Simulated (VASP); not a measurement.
# HfO2 (Fm-3m) in VASP: single point with LDA

Aim: the single point of HfO2 with LDA.

All numbers are computed with VASP 6.6.1; they aren't measurements. Logs are shortened: lines on timing, memory, paths and dates and some standing lists are left out, and cuts for length are marked.

## Step 1: The cell of the first run

It takes space group Fm-3m (No. 225, cubic). The conventional cell has a = 5.001 Å, b = 5.001 Å, c = 5.001 Å, α = 90.00°, β = 90.00°, γ = 90.00°. Hf (site symmetry m-3m) has 8 O at 2.17 Å within 2.9 Å. Within 2.9 Å of O (site symmetry -43m) lie 4 Hf at 2.17 Å and 6 O at 2.50 Å.

## Step 2: Single point, LDA

INCAR reads:

```
ALGO     = Normal         # electronic algorithm
EDIFF    = 1E-6           # SCF threshold, eV
ENCUT    = 520            # plane-wave cutoff, eV
ISIF     = 2              # what is computed and relaxed
ISMEAR   = 0              # smearing method
LASPH    = T              # aspherical terms in the spheres
LCHARG   = F              # write CHGCAR
LREAL    = F              # projectors in reciprocal space
LWAVE    = F              # write WAVECAR
NBANDS   = 56             # bands
NELM     = 60             # most SCF steps
PREC     = Accurate       # precision mode
SIGMA    = 0.05           # smearing width, eV
```

KPOINTS reads:

```
k-points
0
Gamma
  6 6 6
```

POSCAR reads:

```
HfO2
1.0
    5.0010790558      0.0000000000      0.0000000000
    0.0000000000     -5.0010790558      0.0000000000
    0.0000000000      0.0000000000     -5.0010790558
Hf O
4 8
Direct
    0.0000000000      0.5000000000      0.5000000000
    0.5000000000      0.0000000000      0.5000000000
    0.5000000000      0.5000000000      0.0000000000
    0.0000000000      0.0000000000      0.0000000000
    0.2500000000      0.2500000000      0.2500000000
    0.7500000000      0.7500000000      0.2500000000
    0.7500000000      0.2500000000      0.7500000000
    0.2500000000      0.7500000000      0.7500000000
    0.7500000000      0.7500000000      0.7500000000
    0.2500000000      0.2500000000      0.7500000000
    0.2500000000      0.7500000000      0.2500000000
    0.7500000000      0.2500000000      0.2500000000
```

Potentials or basis: VASP PAW LDA potentials, release 64 (Hf_pv, O).

Launch:

```sh
> cat potpaw_LDA.64/Hf_pv/POTCAR potpaw_LDA.64/O/POTCAR > POTCAR
> mpirun -np 1 vasp_std > vasp.out
```

OUTCAR:

```text
EDIFF = 1E-6
   ENCUT = 520
   ISIF = 2
   ISMEAR = 0
   LASPH = T
   LREAL = F
   NELM = 60
   PREC = Accurate

 ion  position               nearest neighbor table
   1  0.000  0.500  0.500-   5 2.17   6 2.17   7 2.17   8 2.17   9 2.17  10 2.17  11 2.17  12 2.17
                             4 3.54   2 3.54   3 3.54   3 3.54   4 3.54   2 3.54   4 3.54   4 3.54
   2  0.500  0.000  0.500-   5 2.17   6 2.17   7 2.17   8 2.17   9 2.17  10 2.17  11 2.17  12 2.17
                             4 3.54   1 3.54   3 3.54   3 3.54   4 3.54   1 3.54   3 3.54   3 3.54
   3  0.500  0.500  0.000-   5 2.17   6 2.17   7 2.17   8 2.17   9 2.17  10 2.17  11 2.17  12 2.17
                             4 3.54   1 3.54   2 3.54   1 3.54   2 3.54   2 3.54   4 3.54   2 3.54
   4  0.000  0.000  0.000-   5 2.17   6 2.17   7 2.17   8 2.17   9 2.17  10 2.17  11 2.17  12 2.17
                             3 3.54   1 3.54   2 3.54   1 3.54   2 3.54   1 3.54   3 3.54   1 3.54
   5  0.250  0.250  0.250-   1 2.17   2 2.17   3 2.17   4 2.17
   6  0.750  0.750  0.250-   1 2.17   2 2.17   3 2.17   4 2.17
   7  0.750  0.250  0.750-   1 2.17   2 2.17   3 2.17   4 2.17
   8  0.250  0.750  0.750-   1 2.17   2 2.17   3 2.17   4 2.17
   9  0.750  0.750  0.750-   1 2.17   2 2.17   3 2.17   4 2.17
  10  0.250  0.250  0.750-   1 2.17   2 2.17   3 2.17   4 2.17
  11  0.250  0.750  0.250-   1 2.17   2 2.17   3 2.17   4 2.17
  12  0.750  0.250  0.250-   1 2.17   2 2.17   3 2.17   4 2.17

  LATTYP: Found a simple cubic cell.
 ALAT       =     5.0010790558

  Lattice vectors:

 A1 = (   5.0010790558,   0.0000000000,   0.0000000000)
 A2 = (   0.0000000000,  -5.0010790558,   0.0000000000)
 A3 = (   0.0000000000,   0.0000000000,  -5.0010790558)

Analysis of symmetry for initial positions (statically):
=====================================================================
 Subroutine PRICEL returns following result:

  LATTYP: Found a face centered cubic cell.
 ALAT       =     5.0010790558

  Lattice vectors:

 A1 = (   2.5005395279,   2.5005395279,   0.0000000000)
 A2 = (   2.5005395279,   0.0000000000,  -2.5005395279)
 A3 = (   0.0000000000,   2.5005395279,  -2.5005395279)

   4 primitive cells build up your supercell.

 Routine SETGRP: Setting up the symmetry group for a
 simple cubic supercell.

 Subroutine GETGRP returns: Found 48 space group operations
 (whereof 48 operations were pure point group operations)
 out of a pool of 48 trial point group operations.

The static configuration has the point symmetry O_h .

[... 129 lines left out ...]
   PSTRESS=    0.0 pullay stress
   NELECT =      88.0000    total number of electrons
   NUPDOWN=      -1.0000    fix difference up-down
   EMIN   =  10.00;   EMAX   =-10.00  energy-range for DOS
   EFERMI =   0.00;   METHOD = LEGACY
   ISMEAR =     0;   SIGMA  =   0.05  broadening in eV -4-tet -1-fermi 0-gaus
   EFERMI_NEDOS =   21; number of points for ismear=-14 and -15
   IALGO  =     38    algorithm
   IMIX   =      4    mixing-type and parameters
     AMIX     =   0.40;   BMIX     =  1.00
     AMIX_MAG =   1.60;   BMIX_MAG =  1.00
  volume/ion in A,a.u.               =      10.42        70.34
  Fermi-wavevector in a.u.,A,eV,Ry     =   1.456036  2.751508 28.844892  2.120040
  Thomas-Fermi vector in A             =   2.573001
   LORBIT       =      0    0 simple, 1 ext, 2 COOP (PROOUT), +10 PAW based schemes
   GGA     = CA    functional components
   LHFCALC =     F    Hartree Fock is set to
   AEXX    =    0.0000 exact exchange contribution
   IVDW    =     0    specifies the selected vdW correction
   LEPSILON=     F    determine dielectric tensor
   LRPA    =     F    only Hartree local field effects (RPA)
 non-spin polarized calculation
 Gauss-broadening in eV      SIGMA  =   0.05
  energy-cutoff  :      520.00
  volume of cell :      125.08
 maximum number of plane-waves:      3407
 NGX is ok and might be reduce to    40
   NGX = 19   NGY = 19   NGZ = 19

 number of electron      87.9999993 magnetization

 Free energy of the ion-electron system (eV)
  ---------------------------------------------------
  ext. energy  EPLUGINS =         0.00000000
  ---------------------------------------------------
  free energy    TOTEN  =      -132.27147188 eV

  energy without entropy =     -132.27147188  energy(sigma->0) =     -132.27147188

 E-fermi :   4.7334     XC(G=0): -12.5284

 val. band max:        4.4199533834   @ k =   0.0000   0.0000   0.0000
 cond. band min:       8.1216671870   @ k =   0.0000   0.0000   0.0000
 fundamental gap:      3.7017138037
 Fermi energy:         4.7333723246

 k-point     1 :       0.0000    0.0000    0.0000
  band No.  band energies     occupation
      1     -25.4624      2.00000
      2     -25.4624      2.00000
      3     -25.4624      2.00000
      4     -25.0473      2.00000
      5     -25.0473      2.00000
      6     -25.0473      2.00000
[... 1169 lines left out ...]
     55      11.7509      0.00000
     56      11.7509      0.00000

------------------------ aborting loop because EDIFF is reached ----------------------------------------

  FORCE on cell =-STRESS in cart. coord.  units (eV):
  Direction    XX          YY          ZZ          XY          YZ          ZX
  --------------------------------------------------------------------------------------
  -------------------------------------------------------------------------------------
  Total       -2.5134534     -2.5134534     -2.5134534      0.0000000      0.0000000      0.0000000
  in kB      -32.1951353    -32.1951353    -32.1951353      0.0000000      0.0000000      0.0000000
  external PRESSURE =     -32.1951353 kB  Pullay stress =       0.0000000 kB

 VOLUME and BASIS-vectors are now :
 -----------------------------------------------------------------------------
  energy-cutoff  :      520.00
  volume of cell :      125.08
      direct lattice vectors                 reciprocal lattice vectors
     5.001079056  0.000000000  0.000000000     0.199956847  0.000000000  0.000000000
     0.000000000 -5.001079056  0.000000000     0.000000000 -0.199956847  0.000000000
     0.000000000  0.000000000 -5.001079056     0.000000000  0.000000000 -0.199956847

 POSITION                                       TOTAL-FORCE (eV/Angst)
 -----------------------------------------------------------------------------------
      0.00000     -2.50054     -2.50054        -0.000000     -0.000000      0.000000
      2.50054      0.00000     -2.50054         0.000000      0.000000     -0.000000
      2.50054     -2.50054      0.00000        -0.000000     -0.000000      0.000000
      0.00000      0.00000      0.00000         0.000000      0.000000      0.000000
      1.25027     -1.25027     -1.25027         0.000000      0.000000     -0.000000
      3.75081     -3.75081     -1.25027         0.000000      0.000000     -0.000000
      3.75081     -1.25027     -3.75081         0.000000      0.000000     -0.000000
      1.25027     -3.75081     -3.75081         0.000000      0.000000     -0.000000
      3.75081     -3.75081     -3.75081        -0.000000     -0.000000      0.000000
      1.25027     -1.25027     -3.75081        -0.000000     -0.000000      0.000000
      1.25027     -3.75081     -1.25027        -0.000000     -0.000000      0.000000
      3.75081     -1.25027     -1.25027        -0.000000      0.000000      0.000000
 -----------------------------------------------------------------------------------
    total drift:                                0.000000     -0.000000     -0.000000

  FREE ENERGIE OF THE ION-ELECTRON SYSTEM (eV)
  ---------------------------------------------------
  free  energy   TOTEN  =      -132.2714718756 eV

  energy  without entropy=     -132.2714718756  energy(sigma->0) =     -132.27147188
```

stdout:

```text
POSCAR found type information on POSCAR HfO
 POSCAR found :  2 types and      12 ions
 scaLAPACK will be used
 LDA part: xc-table for (Slater(with rela. corr.)+CA(PZ))
 , standard interpolation
 POSCAR, INCAR and KPOINTS ok, starting setup
 FFT: planning ... GRIDC
 FFT: planning ... GRID_SOFT
 FFT: planning ... GRID
 WAVECAR not read
 entering main loop
```

Wall time 2.2 min (1 thread of AMD EPYC 7R13 (Zen 3), shared host); peak memory 0.23 GiB.

Results:

```yaml
Free_energy: -132.2715 eV
Pressure: -3.2 GPa
Band_gap_on_the_k_mesh: 3.70 eV
```

Caveat: spin-orbit coupling is left out, which moves the levels of the heavy elements.
